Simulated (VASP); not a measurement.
# AlNi (P4/mmm) in VASP: a series of runs

AlNi is run at these levels: PBE; tasks: single point.

Program: VASP 6.6.1. These are calculated values, not measurements. Logs are shortened: lines on timing, memory, paths and dates and some standing lists are left out, and cuts for length are marked.

### Step 1. The cell of the first run

Symmetry: P4/mmm, No. 123, tetragonal system. Conventional cell: a = 3.111 Å, b = 3.111 Å, c = 2.766 Å, α = 90.00°, β = 90.00°, γ = 90.00°. Within 3.4 Å of Al (site symmetry 4/mmm) lie 8 Ni at 2.60 Å and 6 Al at 2.77 to 3.11 Å. Ni (site symmetry 4/mmm) has 8 Al at 2.60 Å and 6 Ni at 2.77 to 3.11 Å within 3.4 Å.

### Step 2. Single point, PBE (strain +0.080 along x and y, -0.040 along z)

Contents of INCAR:

```
SYSTEM = AlNi
ALGO = Fast ; EDIFF = 1E-6
ENCUT = 520 ; GGA = PE
ISIF = 2 ; ISMEAR = 0
LASPH = .TRUE. ; LCHARG = .FALSE.
LREAL = .FALSE. ; LWAVE = .FALSE.
NBANDS = 14 ; NELM = 60
PREC = Accurate ; SIGMA = 0.15
```

Contents of KPOINTS:

```
k-points
0
G
  16 16 16
  0 0 0
```

Contents of POSCAR:

```
AlNi
1.0
    3.1114800000      0.0000000000      0.0000000000
    0.0000000000      3.1114800000      0.0000000000
    0.0000000000      0.0000000000      2.7657600000
Al Ni
1 1
Direct
    0.0000000000      0.0000000000      0.0000000000
    0.5000000000      0.5000000000      0.5000000000
```

Potentials or basis: VASP PAW PBE potentials, release 64 (Al, Ni).

Command:

```sh
> cat potpaw_PBE.64/Al/POTCAR potpaw_PBE.64/Ni/POTCAR > POTCAR
> mpirun -np 1 vasp_std > vasp.out
```

OUTCAR:

```text
SYSTEM = AlNi
   EDIFF = 1E-6
   ENCUT = 520
   GGA = PE
   ISIF = 2
   ISMEAR = 0
   LASPH = .TRUE.
   LREAL = .FALSE.
   NELM = 60
   PREC = Accurate

 ion  position               nearest neighbor table
   1  0.000  0.000  0.000-   2 2.60   2 2.60   2 2.60   2 2.60   2 2.60   2 2.60   2 2.60   2 2.60

   2  0.500  0.500  0.500-   1 2.60   1 2.60   1 2.60   1 2.60   1 2.60   1 2.60   1 2.60   1 2.60

  LATTYP: Found a simple tetragonal cell.
 ALAT       =     3.1114800000
 C/A-ratio  =     0.8888888889

  Lattice vectors:

 A1 = (   3.1114800000,   0.0000000000,   0.0000000000)
 A2 = (   0.0000000000,   3.1114800000,   0.0000000000)
 A3 = (   0.0000000000,   0.0000000000,   2.7657600000)

Analysis of symmetry for initial positions (statically):
=====================================================================
 Subroutine PRICEL returns:
 Original cell was already a primitive cell.

 Routine SETGRP: Setting up the symmetry group for a
 simple tetragonal supercell.

 Subroutine GETGRP returns: Found 16 space group operations
 (whereof 16 operations were pure point group operations)
 out of a pool of 16 trial point group operations.

The static configuration has the point symmetry D_4h.

Analysis of symmetry for dynamics (positions and initial velocities):
=====================================================================
 Subroutine PRICEL returns:
 Original cell was already a primitive cell.

 Routine SETGRP: Setting up the symmetry group for a
 simple tetragonal supercell.

 Subroutine GETGRP returns: Found 16 space group operations
 (whereof 16 operations were pure point group operations)
 out of a pool of 16 trial point group operations.

The dynamic configuration has the point symmetry D_4h.

 Subroutine INISYM returns: Found 16 space group operations
 (whereof 16 operations are pure point group operations),
 and found     1 'primitive' translations

----------------------------------------------------------------------------------------

                                     Primitive cell

  volume of cell :      26.7762

  direct lattice vectors                    reciprocal lattice vectors
     3.111480000  0.000000000  0.000000000     0.321390464  0.000000000  0.000000000
     0.000000000  3.111480000  0.000000000     0.000000000  0.321390464  0.000000000
     0.000000000  0.000000000  2.765760000     0.000000000  0.000000000  0.361564272

  length of vectors
     3.111480000  3.111480000  2.765760000     0.321390464  0.321390464  0.361564272

  position of ions in fractional coordinates (direct lattice)
     0.000000000  0.000000000  0.000000000
     0.500000000  0.500000000  0.500000000

  ion indices of the primitive-cell ions
   primitive index   ion index
                 1           1
                 2           2

----------------------------------------------------------------------------------------

 KPOINTS: k-points

Automatic generation of k-mesh.
 Grid dimensions read from file:
 generate k-points for:   16   16   16

 Generating k-lattice:

  Cartesian coordinates                     Fractional coordinates (reciprocal lattice)
     0.020086904  0.000000000  0.000000000     0.062500000  0.000000000  0.000000000
     0.000000000  0.020086904  0.000000000     0.000000000  0.062500000  0.000000000
     0.000000000  0.000000000  0.022597767     0.000000000  0.000000000  0.062500000

  Length of vectors
     0.020086904  0.020086904  0.022597767

  Shift w.r.t. Gamma in fractional coordinates (k-lattice)
     0.000000000  0.000000000  0.000000000

 Subroutine IBZKPT returns following result:
 ===========================================

 Found    405 irreducible k-points:

 Following reciprocal coordinates:
            Coordinates               Weight
  0.000000  0.000000  0.000000      1.000000
  0.062500  0.000000  0.000000      4.000000
  0.125000  0.000000  0.000000      4.000000
  0.187500  0.000000  0.000000      4.000000
  0.250000  0.000000  0.000000      4.000000
  0.312500  0.000000  0.000000      4.000000
[... 16 lines left out ...]
  0.437500  0.125000  0.000000      8.000000
  0.500000  0.125000  0.000000      4.000000
 [... further k-points ...]
   k-points           NKPTS =    405   k-points in BZ     NKDIM =    405   number of bands    NBANDS=     14
   number of dos      NEDOS =    301   number of ions     NIONS =      2
   total plane-waves  NPLWV =  13824
   dimension x,y,z NGX =    24 NGY =   24 NGZ =   24
   dimension x,y,z NGXF=    48 NGYF=   48 NGZF=   48
   ions per type =               1   1
   NGX,Y,Z   is equivalent  to a cutoff of  12.82, 12.82, 14.43 a.u.
   NGXF,Y,Z  is equivalent  to a cutoff of  25.65, 25.65, 28.85 a.u.
 SYSTEM =  AlNi
   PREC   = accura    normal or accurate (medium, high low for compatibility)
   ISTART =      0    job   : 0-new  1-cont  2-samecut
   ICHARG =      2    charge: 1-file 2-atom 10-const
   ISPIN  =      1    spin polarized calculation?
   LNONCOLLINEAR =      F non collinear calculations
   LSORBIT =      F    spin-orbit coupling
   LASPH  =      T    aspherical Exc in radial PAW
   ENCUT  =  520.0 eV  38.22 Ry    6.18 a.u.   5.79  5.79  5.14*2*pi/ulx,y,z
   NELM   =     60;   NELMIN=  2; NELMDL= -5     # of ELM steps
   EDIFF  = 0.1E-05   stopping-criterion for ELM
   LREAL  =      F    real-space projection
   EDIFFG = 0.1E-04   stopping-criterion for IOM
   NSW    =      0    number of steps for IOM
   IBRION =     -1    ionic relax: 0-MD 1-quasi-New 2-CG
   NFREE  =      0    steps in history (QN), initial steepest desc. (CG)
   ISIF   =      2    stress and relaxation
   ISYM   =      2    0-nonsym 1-usesym 2-fastsym
   POTIM  = 0.5000    time-step for ionic-motion
   TEBEG  =    0.0;   TEEND  =   0.0 temperature during run
   PSTRESS=    0.0 pullay stress
   NELECT =      13.0000    total number of electrons
   NUPDOWN=      -1.0000    fix difference up-down
   EMIN   =  10.00;   EMAX   =-10.00  energy-range for DOS
   EFERMI =   0.00;   METHOD = LEGACY
   ISMEAR =     0;   SIGMA  =   0.15  broadening in eV -4-tet -1-fermi 0-gaus
   EFERMI_NEDOS =   21; number of points for ismear=-14 and -15
   IALGO  =     68    algorithm
   IMIX   =      4    mixing-type and parameters
     AMIX     =   0.40;   BMIX     =  1.00
     AMIX_MAG =   1.60;   BMIX_MAG =  1.00
  volume/ion in A,a.u.               =      13.39        90.35
  Fermi-wavevector in a.u.,A,eV,Ry     =   1.286688  2.431487 22.525328  1.655565
  Thomas-Fermi vector in A             =   2.418747
   LORBIT       =      0    0 simple, 1 ext, 2 COOP (PROOUT), +10 PAW based schemes
   GGA     = PE    functional components
   LHFCALC =     F    Hartree Fock is set to
   AEXX    =    0.0000 exact exchange contribution
   IVDW    =     0    specifies the selected vdW correction
   LEPSILON=     F    determine dielectric tensor
   LRPA    =     F    only Hartree local field effects (RPA)
 non-spin polarized calculation
 RMM-DIIS sequential band-by-band and
 Gauss-broadening in eV      SIGMA  =   0.15
  energy-cutoff  :      520.00
  volume of cell :       26.78
 maximum number of plane-waves:       736
 NGX is ok and might be reduce to    24
   NGX = 11   NGY = 11   NGZ = 11

 number of electron      13.0000007 magnetization

 Free energy of the ion-electron system (eV)
  ---------------------------------------------------
  ext. energy  EPLUGINS =         0.00000000
  ---------------------------------------------------
  free energy    TOTEN  =       -10.38038401 eV

  energy without entropy =      -10.36860023  energy(sigma->0) =      -10.37449212

 E-fermi :   8.6203     XC(G=0): -11.5153

 val. band max:        8.6184722034   @ k =   0.3125   0.0000   0.3750
 cond. band min:       8.6254489360   @ k =   0.5000   0.2500   0.5000
 fundamental gap:      0.0069767325
 Fermi energy:         8.6203390924

 k-point     1 :       0.0000    0.0000    0.0000
  band No.  band energies     occupation
      1      -1.7450      2.00000
      2       5.8384      2.00000
      3       5.8482      2.00000
      4       7.0980      2.00000
      5       7.3950      2.00000
      6       7.3950      2.00000
      7      12.4080      0.00000
      8      12.4080      0.00000
      9      15.8822      0.00000
     10      16.0401      0.00000
     11      16.4524      0.00000
     12      21.2693      0.00000
     13      26.5953      0.00000
     14      28.5044      0.00000

 k-point     2 :       0.0625    0.0000    0.0000
  band No.  band energies     occupation
      1      -1.6837      2.00000
      2       5.8245      2.00000
      3       5.8575      2.00000
      4       7.0687      2.00000
      5       7.3804      2.00000
      6       7.3968      2.00000
      7      11.8302      0.00000
      8      12.4963      0.00000
      9      15.9700      0.00000
     10      16.5247      0.00000
     11      16.5957      0.00000
     12      21.3666      0.00000
     13      25.6552      0.00000
     14      27.8510      0.00000

 k-point     3 :       0.1250    0.0000    0.0000
  band No.  band energies     occupation
      1      -1.5002      2.00000
      2       5.7599      2.00000
      3       5.8912      2.00000
      4       6.9883      2.00000
      5       7.3393      2.00000
      6       7.4020      2.00000
      7      10.7165      0.00000
      8      12.7541      0.00000
      9      16.0033      0.00000
     10      16.7389      0.00000
     11      17.8413      0.00000
     12      21.6974      0.00000
     13      24.2225      0.00000
     14      26.6999      0.00000

 k-point     4 :       0.1875    0.0000    0.0000
  band No.  band energies     occupation
      1      -1.1963      2.00000
      2       5.5942      2.00000
      3       5.9423      2.00000
      4       6.8755      2.00000
      5       7.2791      2.00000
      6       7.4098      2.00000
      7       9.6096      0.00000
      8      13.1633      0.00000
      9      16.0478      0.00000
     10      17.0880      0.00000
     11      19.0671      0.00000
     12      22.3775      0.00000
     13      22.8064      0.00000
     14      25.5935      0.00000

 k-point     5 :       0.2500    0.0000    0.0000
  band No.  band energies     occupation
      1      -0.7751      2.00000
      2       5.2367      2.00000
      3       6.0026      2.00000
      4       6.7523      2.00000
      5       7.2101      2.00000
      6       7.4189      2.00000
      7       8.7307      0.29828
      8      13.7032      0.00000
      9      16.1048      0.00000
     10      17.5622      0.00000
     11      19.9776      0.00000
[... 276 lines left out ...]
 k-point    22 :       0.3750    0.1250    0.0000
  band No.  band energies     occupation
      1       0.6163      2.00000
      2       3.9767      2.00000
      3       6.1087      2.00000
      4       6.4674      2.00000
      5       7.0988      2.00000
      6       7.3855      2.00000
      7       7.9738      2.00000
      8      12.9474      0.00000
      9      16.3123      0.00000
     10      19.0900      0.00000
     11      19.1450      0.00000
     12      21.9850      0.00000
     13      22.7622      0.00000
     14      24.7587      0.00000

 k-point    23 :       0.4375    0.1250    0.0000
  band No.  band energies     occupation
      1       1.3203      2.00000
      2       3.1353      2.00000
      3       6.1623      2.00000
      4       6.4194      2.00000
      5       7.0631      2.00000
      6       7.3912      2.00000
      7       7.8210      2.00000
      8      13.6156      0.00000
      9      15.4615      0.00000
     10      19.1678      0.00000
     11      19.8588      0.00000
     12      21.7343      0.00000
     13      22.5756      0.00000
     14      24.1346      0.00000

 k-point    24 :       0.5000    0.1250    0.0000
  band No.  band energies     occupation
      1       1.8635      2.00000
      2       2.5387      2.00000
      3       6.1842      2.00000
      4       6.3992      2.00000
      5       7.0507      2.00000
      6       7.3932      2.00000
      7       7.7789      2.00000
      8      14.0965      0.00000
      9      14.9115      0.00000
     10      19.1882      0.00000
     11      20.5436      0.00000
     12      20.9635      0.00000
     13      22.9298      0.00000
     14      23.7753      0.00000

 [... further k-points ...]
[... 5 lines left out ...]
  --------------------------------------------------------------------------------------
  -------------------------------------------------------------------------------------
  Total       -2.5341824     -2.5341824     -1.0371569      0.0000000      0.0000000      0.0000000
  in kB     -151.6351652   -151.6351652    -62.0592505      0.0000000      0.0000000      0.0000000
  external PRESSURE =    -121.7765270 kB  Pullay stress =       0.0000000 kB

 VOLUME and BASIS-vectors are now :
 -----------------------------------------------------------------------------
  energy-cutoff  :      520.00
  volume of cell :       26.78
      direct lattice vectors                 reciprocal lattice vectors
     3.111480000  0.000000000  0.000000000     0.321390464  0.000000000  0.000000000
     0.000000000  3.111480000  0.000000000     0.000000000  0.321390464  0.000000000
     0.000000000  0.000000000  2.765760000     0.000000000  0.000000000  0.361564272

 POSITION                                       TOTAL-FORCE (eV/Angst)
 -----------------------------------------------------------------------------------
      0.00000      0.00000      0.00000         0.000000      0.000000      0.000000
      1.55574      1.55574      1.38288         0.000000      0.000000      0.000000
 -----------------------------------------------------------------------------------
    total drift:                                0.000000     -0.000000     -0.000000

  FREE ENERGIE OF THE ION-ELECTRON SYSTEM (eV)
  ---------------------------------------------------
  free  energy   TOTEN  =       -10.3803840128 eV

  energy  without entropy=      -10.3686002253  energy(sigma->0) =      -10.37449212
```

It took 45 s on 1 thread of Intel Xeon 6975P-C (Granite Rapids), shared host; peak memory 0.26 GiB.

What came out:

```
Free energy : -10.3804 eV
Pressure    : -12.2 GPa
```

Levels at points of the mesh, in eV from the Fermi level:
```tsv
k point	band 4	band 5	band 6	band 7	band 8	band 9	band 10	band 11
(0.00, 0.00, 0.00)	-1.52	-1.23	-1.23	3.79	3.79	7.26	7.42	7.83
(0.50, 0.00, 0.00)	-2.15	-1.58	-1.18	-0.84	7.67	8.12	8.43	11.81
(0.50, 0.50, 0.00)	-3.03	-1.50	-1.50	-1.04	0.60	1.35	13.04	14.99
(0.00, 0.00, 0.50)	-2.14	-2.14	-1.38	-0.12	8.23	8.63	8.63	9.55
(0.50, 0.00, 0.50)	-2.02	-1.99	-1.85	-0.88	1.75	2.22	10.33	12.95
(0.50, 0.50, 0.50)	-0.98	-0.78	2.10	2.10	2.24	2.81	3.18	4.36
```

Caveat: the cell differs from its parent crystal (strain +0.080 along x and y, -0.040 along z).

(Part 1 of 2 ends here.)
